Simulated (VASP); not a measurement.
# Sb (P2_1/m) in VASP: further runs

Sb is run at these levels: r2SCAN, LDA, PBEsol; tasks: single point.

All numbers are computed with VASP 6.6.1; they aren't measurements. Logs are shortened: lines on timing, memory, paths and dates and some standing lists are left out, and cuts for length are marked.

## 1. The cell of the first run

It takes space group P2_1/m (No. 11, monoclinic). Conventional cell: a = 4.528 Å, b = 4.421 Å, c = 6.500 Å, α = 90.00°, β = 101.72°, γ = 90.00°. Sb (site symmetry m) has 7 Sb at 2.92 to 3.75 Å within 3.8 Å. Sb (site symmetry m) has 7 Sb at 2.92 to 3.74 Å within 3.8 Å.

## 2. Single point, r2SCAN

The input, POSCAR:

```
Sb
1.0
    4.5277000000      0.0000000000      0.0000000000
    0.0000000000      4.4211000000      0.0000000000
   -1.3205190000      0.0000000000      6.3643480000
Sb
4
Direct
    0.3399300000      0.2500000000      0.6836700000
    0.9366380000      0.7500000000      0.7627580000
    0.0633620000      0.2500000000      0.2372420000
    0.6600700000      0.7500000000      0.3163300000
```

The input, INCAR.step1:

```
SYSTEM = Sb
ALGO = Normal
EDIFF = 1E-4
ENCUT = 520
GGA = PE
ISMEAR = -1
LASPH = .True.
LCHARG = .False.
LREAL = .False.
LWAVE = .True.
NBANDS = 18
NELM = 80
PREC = Accurate
SIGMA = 0.05
```

The input, INCAR.step2:

```
SYSTEM = Sb
ALGO = Normal
EDIFF = 1E-7
ENCUT = 520
ISIF = 2
ISMEAR = -1
ISTART = 1
LASPH = .True.
LCHARG = .True.
LELF = .True.
LMIXTAU = .True.
LREAL = .False.
LVHAR = .True.
LWAVE = .False.
METAGGA = R2SCAN
NBANDS = 18
NELM = 80
PREC = Accurate
SIGMA = 0.05
```

The input, KPOINTS:

```
k-points
0
Gamma
  6 6 4
  0 0 0
```

Potentials or basis: VASP PAW PBE potentials, release 64 (Sb).

Launch:

```
> cat potpaw_PBE.64/Sb/POTCAR > POTCAR
> cp INCAR.step1 INCAR
> mpirun -np 1 vasp_std > vasp.out
> cp INCAR.step2 INCAR
> mpirun -np 1 vasp_std > vasp.out
```

OUTCAR:

```text
SYSTEM = Sb
   EDIFF = 1E-7
   ENCUT = 520
   ISIF = 2
   ISMEAR = -1
   ISTART = 1
   LASPH = .True.
   LREAL = .False.
   METAGGA = R2SCAN
   NELM = 80
   PREC = Accurate

 ion  position               nearest neighbor table
   1  0.340  0.250  0.684-   3 2.92   2 2.98   2 2.98   2 3.45   2 3.45   4 3.75   4 3.75
   2  0.937  0.750  0.763-   4 2.92   1 2.98   1 2.98   1 3.45   1 3.45   3 3.74   3 3.74
   3  0.063  0.250  0.237-   1 2.92   4 2.98   4 2.98   4 3.45   4 3.45   2 3.74   2 3.74
   4  0.660  0.750  0.316-   2 2.92   3 2.98   3 2.98   3 3.45   3 3.45   1 3.75   1 3.75

  LATTYP: Found a simple monoclinic cell.
 ALAT       =     4.5277000000
 B/A-ratio  =     0.9764560373
 C/A-ratio  =     1.4355853266
 COS(beta)  =    -0.2031599047

  Lattice vectors:

 A1 = (   4.5277000000,   0.0000000000,   0.0000000000)
 A2 = (   0.0000000000,   4.4211000000,   0.0000000000)
 A3 = (  -1.3205190000,   0.0000000000,   6.3643480000)

Analysis of symmetry for initial positions (statically):
=====================================================================
 Subroutine PRICEL returns:
 Original cell was already a primitive cell.

 Routine SETGRP: Setting up the symmetry group for a
 simple monoclinic supercell.

 Subroutine GETGRP returns: Found  4 space group operations
 (whereof  2 operations were pure point group operations)
 out of a pool of  4 trial point group operations.

The static configuration has the point symmetry S_2 .
 The point group associated with its full space group is C_2h.

Analysis of symmetry for dynamics (positions and initial velocities):
=====================================================================
 Subroutine PRICEL returns:
 Original cell was already a primitive cell.

 Routine SETGRP: Setting up the symmetry group for a
 simple monoclinic supercell.

 Subroutine GETGRP returns: Found  4 space group operations
 (whereof  2 operations were pure point group operations)
 out of a pool of  4 trial point group operations.

The dynamic configuration has the point symmetry S_2 .
 The point group associated with its full space group is C_2h.

 Subroutine INISYM returns: Found  4 space group operations
 (whereof  2 operations are pure point group operations),
 and found     1 'primitive' translations

----------------------------------------------------------------------------------------

                                     Primitive cell

[... 89 lines left out ...]
   LNONCOLLINEAR =      F non collinear calculations
   LSORBIT =      F    spin-orbit coupling
   LASPH  =      T    aspherical Exc in radial PAW
   ENCUT  =  520.0 eV  38.22 Ry    6.18 a.u.   8.42  8.22 12.09*2*pi/ulx,y,z
   NELM   =     80;   NELMIN=  2; NELMDL=  0     # of ELM steps
   EDIFF  = 0.1E-06   stopping-criterion for ELM
   LREAL  =      F    real-space projection
   EDIFFG = 0.1E-05   stopping-criterion for IOM
   NSW    =      0    number of steps for IOM
   IBRION =     -1    ionic relax: 0-MD 1-quasi-New 2-CG
   NFREE  =      0    steps in history (QN), initial steepest desc. (CG)
   ISIF   =      2    stress and relaxation
   ISYM   =      2    0-nonsym 1-usesym 2-fastsym
   POTIM  = 0.5000    time-step for ionic-motion
   TEBEG  =    0.0;   TEEND  =   0.0 temperature during run
   PSTRESS=    0.0 pullay stress
   NELECT =      20.0000    total number of electrons
   NUPDOWN=      -1.0000    fix difference up-down
   EMIN   =  10.00;   EMAX   =-10.00  energy-range for DOS
   EFERMI =   0.00;   METHOD = LEGACY
   ISMEAR =    -1;   SIGMA  =   0.05  broadening in eV -4-tet -1-fermi 0-gaus
   EFERMI_NEDOS =   21; number of points for ismear=-14 and -15
   IALGO  =     38    algorithm
   IMIX   =      4    mixing-type and parameters
     AMIX     =   0.40;   BMIX     =  1.00
     AMIX_MAG =   1.60;   BMIX_MAG =  1.00
  volume/ion in A,a.u.               =      31.85       214.93
  Fermi-wavevector in a.u.,A,eV,Ry     =   0.883143  1.668898 10.611741  0.779941
  Thomas-Fermi vector in A             =   2.003869
   LORBIT       =      0    0 simple, 1 ext, 2 COOP (PROOUT), +10 PAW based schemes
   METAGGA = R2SCAN    functional components
   LHFCALC =     F    Hartree Fock is set to
   AEXX    =    0.0000 exact exchange contribution
   IVDW    =     0    specifies the selected vdW correction
   LEPSILON=     F    determine dielectric tensor
   LRPA    =     F    only Hartree local field effects (RPA)
 non-spin polarized calculation
  energy-cutoff  :      520.00
  volume of cell :      127.40
 maximum number of plane-waves:      3454
 NGX is ok and might be reduce to    36
   NGX = 17   NGY = 17   NGZ = 25

 number of electron      19.9999999 magnetization

 Free energy of the ion-electron system (eV)
  ---------------------------------------------------
  ext. energy  EPLUGINS =         0.00000000
  ---------------------------------------------------
  free energy    TOTEN  =      -102.27738890 eV

  energy without entropy =     -102.27283131  energy(sigma->0) =     -102.27511011

 E-fermi :   6.4115     XC(G=0):  -9.7390

 val. band max:        6.2905991526   @ k =  -0.1667   0.0000   0.2500
 cond. band min:       6.4484505621   @ k =   0.3333   0.0000  -0.0000
 fundamental gap:      0.1578514095
 Fermi energy:         6.4115468713

 k-point     1 :       0.0000    0.0000    0.0000
  band No.  band energies     occupation
      1      -6.4265      2.00000
      2      -3.8710      2.00000
      3      -1.1846      2.00000
      4      -0.2015      2.00000
      5       2.0091      2.00000
      6       2.6976      2.00000
[... 481 lines left out ...]
      5       2.3594      2.00000
      6       2.7807      2.00000
[... 10 lines left out ...]
     17      11.3049      0.00000
     18      12.2277      0.00000

 [... further k-points ...]
[... 5 lines left out ...]
  --------------------------------------------------------------------------------------
  -------------------------------------------------------------------------------------
  Total       -0.4097482     -0.9440186     -0.1173914      0.0000000      0.0000000      0.1271504
  in kB       -5.1530660    -11.8721459     -1.4763354      0.0000000      0.0000000      1.5990667
  external PRESSURE =      -6.1671824 kB  Pullay stress =       0.0000000 kB

 VOLUME and BASIS-vectors are now :
 -----------------------------------------------------------------------------
  energy-cutoff  :      520.00
  volume of cell :      127.40
      direct lattice vectors                 reciprocal lattice vectors
     4.527700000  0.000000000  0.000000000     0.220862690  0.000000000  0.045826120
     0.000000000  4.421100000  0.000000000     0.000000000  0.226188053  0.000000000
    -1.320519000  0.000000000  6.364348000     0.000000000  0.000000000  0.157125286

 POSITION                                       TOTAL-FORCE (eV/Angst)
 -----------------------------------------------------------------------------------
      0.63630      1.10528      4.35111        -0.240262      0.000000      0.051979
      3.23358      3.31583      4.85446         0.213972     -0.000000     -0.211204
     -0.02640      1.10528      1.50989        -0.213972     -0.000000      0.211204
      2.57088      3.31583      2.01323         0.240262     -0.000000     -0.051979
 -----------------------------------------------------------------------------------
    total drift:                                0.000000      0.000000     -0.000000

  FREE ENERGIE OF THE ION-ELECTRON SYSTEM (eV)
  ---------------------------------------------------
  free  energy   TOTEN  =      -102.2773888997 eV

  energy  without entropy=     -102.2728313149  energy(sigma->0) =     -102.27511011
```

It took 4.5 min on 1 thread of Intel Xeon 6975P-C, shared host; peak memory 0.31 GiB.

What came out:

```
Free energy            : -102.2774 eV
Pressure               : -0.6 GPa
Largest force          : 0.301 eV/Å
Band gap on the k mesh : zero (band 10 reaches 6.63 eV, above the bottom of band 11 at 6.00 eV)
```

Forces on the atoms (eV/Å):
```
Sb  -0.240  0.000  0.052
Sb   0.214  0.000 -0.211
Sb  -0.214  0.000  0.211
Sb   0.240  0.000 -0.052
```

Levels at points of the mesh, in eV from the Fermi level:
| k point | band 7 | band 8 | band 9 | band 10 | band 11 | band 12 | band 13 | band 14 |
| --- | --- | --- | --- | --- | --- | --- | --- | --- |
| (0.00, 0.00, 0.00) | -3.00 | -2.33 | -1.59 | -0.23 | 2.17 | 2.88 | 3.01 | 3.19 |
| (0.50, 0.00, 0.00) | -2.32 | -1.06 | -1.06 | -0.73 | 0.21 | 1.24 | 1.34 | 1.45 |
| (0.00, 0.50, 0.00) | -1.55 | -1.55 | -1.24 | -1.24 | 0.49 | 0.49 | 1.41 | 1.41 |
| (0.50, 0.50, 0.00) | -3.74 | -3.74 | -2.50 | -2.50 | 0.95 | 0.95 | 5.23 | 5.23 |
| (0.00, 0.00, 0.50) | -2.68 | -2.34 | -1.92 | -1.67 | 0.70 | 2.00 | 2.31 | 3.10 |
| (0.50, 0.00, 0.50) | -1.99 | -1.20 | -0.82 | -0.73 | -0.41 | 0.73 | 1.16 | 1.33 |
| (0.00, 0.50, 0.50) | -1.77 | -1.77 | -0.95 | -0.95 | 0.16 | 0.16 | 1.07 | 1.07 |
| (0.50, 0.50, 0.50) | -4.06 | -4.06 | -1.45 | -1.45 | 2.11 | 2.11 | 3.76 | 3.76 |

Caveat: the PAW data sets were made with another functional, which shifts forces and pressure a little; spin-orbit coupling is left out, which moves the levels of the heavy elements.

## 3. Single point, LDA, non-collinear spin, zero start, spin-orbit coupling

The input, INCAR:

```
SYSTEM = Sb
PREC     = Accurate       ! precision mode
ENCUT    = 520            ! plane-wave cutoff, eV
EDIFF    = 1E-6           ! SCF threshold, eV
ISMEAR   = 0              ! smearing method
SIGMA    = 0.1            ! smearing width, eV
LREAL    = .FALSE.        ! projectors in reciprocal space
LASPH    = .TRUE.         ! aspherical terms in the spheres
NELM     = 150            ! most SCF steps
ALGO     = Normal         ! electronic algorithm
ISIF     = 2              ! what is computed and relaxed
LWAVE    = .FALSE.        ! write WAVECAR
LCHARG   = .TRUE.         ! write CHGCAR
LNONCOLLINEAR= .TRUE.         ! non-collinear magnetism
MAGMOM   = 0 0 0 0 0 0 0 0 0 0 0 0 ! initial moments
LORBIT   = 11             ! projections on sites
LSORBIT  = .TRUE.         ! spin-orbit coupling
GGA_COMPAT= .FALSE.      
LORBMOM  = .TRUE.       
GGA      = CA             ! functional
LVHAR    = .TRUE.       
NBANDS   = 34             ! bands
```

The input, KPOINTS:

```
regular mesh
0
G
  5 5 4
  0 0 0
```

POSCAR is that of step 2.

Potentials or basis: VASP PAW LDA potentials, release 64 (Sb).

Launch:

```
> cat potpaw_LDA.64/Sb/POTCAR > POTCAR
> mpirun -np 1 vasp_ncl > vasp.out
```

It took 4.1 min on 1 thread of Intel Xeon 6975P-C, shared host; peak memory 0.46 GiB.

It converged, with:

* Free energy: -19.0004 eV
* Pressure: -3.3 GPa
* Largest force: 0.115 eV/Å
* Net moment: 0.00 μB per cell
* Valence electrons inside the program's atomic spheres: Sb 2.40, 2.38

Forces in eV/Å, atoms in the order of the input:
```
Sb  -0.025  0.000 -0.047
Sb   0.000  0.000 -0.115
Sb   0.000  0.000  0.115
Sb   0.025  0.000  0.047
```

Stress tensor (GPa, compression positive):
```
-3.34  0.00  0.22
 0.00 -3.45  0.00
 0.22  0.00 -2.97
```

Moments on the atoms (μB; x, y, z):
```
Sb  0.00 0.00 0.00
Sb  0.00 0.00 0.00
Sb  0.00 0.00 0.00
Sb  0.00 0.00 0.00
```

## 4. Single point, PBEsol

The input, INCAR:

```
SYSTEM = Sb
ALGO = Normal
EDIFF = 1E-6
ENCUT = 500
GGA = PS
GGA_COMPAT = .False.
ISIF = 2
ISMEAR = -1
LASPH = .True.
LCHARG = .False.
LREAL = .False.
LWAVE = .False.
NBANDS = 38
NELM = 120
PREC = Accurate
SIGMA = 0.05
```

The input, KPOINTS:

```
k-points
0
Gamma
  6 6 4
  0 0 0
```

POSCAR is that of step 3.

Potentials or basis: VASP PAW PBE potentials, release 64 (Sb_d_GW).

Launch:

```
> cat potpaw_PBE.64/Sb_d_GW/POTCAR > POTCAR
> mpirun -np 1 vasp_std > vasp.out
```

Run time: 2.7 min. Hardware: 1 thread of Intel Xeon 6975P-C (Granite Rapids), shared host; peak memory 0.36 GiB.

It converged, with:

* Free energy: -17.8139 eV
* Pressure: -2.4 GPa
* Largest force: 0.143 eV/Å
* Band gap on the k mesh: zero (band 30 reaches 4.66 eV, above the bottom of band 31 at 4.13 eV)

Forces on the atoms (eV/Å):
```
Sb  -0.089  0.000  0.066
Sb   0.126  0.000 -0.067
Sb  -0.126  0.000  0.067
Sb   0.089  0.000 -0.066
```

Stress tensor (GPa, compression positive):
```
-2.41  0.00  0.39
 0.00 -2.89  0.00
 0.39  0.00 -1.92
```

Levels at points of the mesh, in eV from the Fermi level:
| k point | band 28 | band 29 | band 30 | band 31 | band 32 | band 33 |
| --- | --- | --- | --- | --- | --- | --- |
| (0.00, 0.00, 0.00) | -2.13 | -1.36 | -0.13 | 2.02 | 2.70 | 2.94 |
| (0.50, 0.00, 0.00) | -1.09 | -0.89 | -0.69 | 0.29 | 1.10 | 1.27 |
| (0.00, 0.50, 0.00) | -1.40 | -1.09 | -1.09 | 0.41 | 0.41 | 1.30 |
| (0.50, 0.50, 0.00) | -3.50 | -2.28 | -2.28 | 0.82 | 0.82 | 4.99 |
| (0.00, 0.00, 0.50) | -2.11 | -1.73 | -1.56 | 0.65 | 1.85 | 2.18 |
| (0.50, 0.00, 0.50) | -1.01 | -0.87 | -0.71 | -0.33 | 0.76 | 1.06 |
| (0.00, 0.50, 0.50) | -1.62 | -0.84 | -0.84 | 0.12 | 0.12 | 0.95 |
| (0.50, 0.50, 0.50) | -3.83 | -1.26 | -1.26 | 1.94 | 1.94 | 3.57 |

Caveat: the PAW data sets were made with another functional, which shifts forces and pressure a little; spin-orbit coupling is left out, which moves the levels of the heavy elements.

## 5. Overview

| level | potentials or basis | spin | k mesh | cutoff (eV) | smearing | second run | gap on the mesh (eV) | pressure (GPa) | largest force (eV/Å) |
| --- | --- | --- | --- | --- | --- | --- | --- | --- | --- |
| r2SCAN | VASP PAW PBE potentials, release 64 (Sb) | off | 6 × 6 × 4 | 520 | fermi-dirac 0.05 eV | - | none | -0.6 | 0.30 |
| LDA | VASP PAW LDA potentials, release 64 (Sb) | non-collinear, zero start, SOC | 5 × 5 × 4 | 520 | gaussian 0.1 eV | - | - | -3.3 | 0.12 |
| PBEsol | VASP PAW PBE potentials, release 64 (Sb_d_GW) | off | 6 × 6 × 4 | 500 | fermi-dirac 0.05 eV | valence_matched | none | -2.4 | 0.14 |

Alike in all rows: task single point; cell as given.

Caveats: the PAW data sets were made with another functional, which shifts forces and pressure a little (some runs); spin-orbit coupling is left out, which moves the levels of the heavy elements (some runs).

Absolute energies hang on the potentials; compare differences alone.
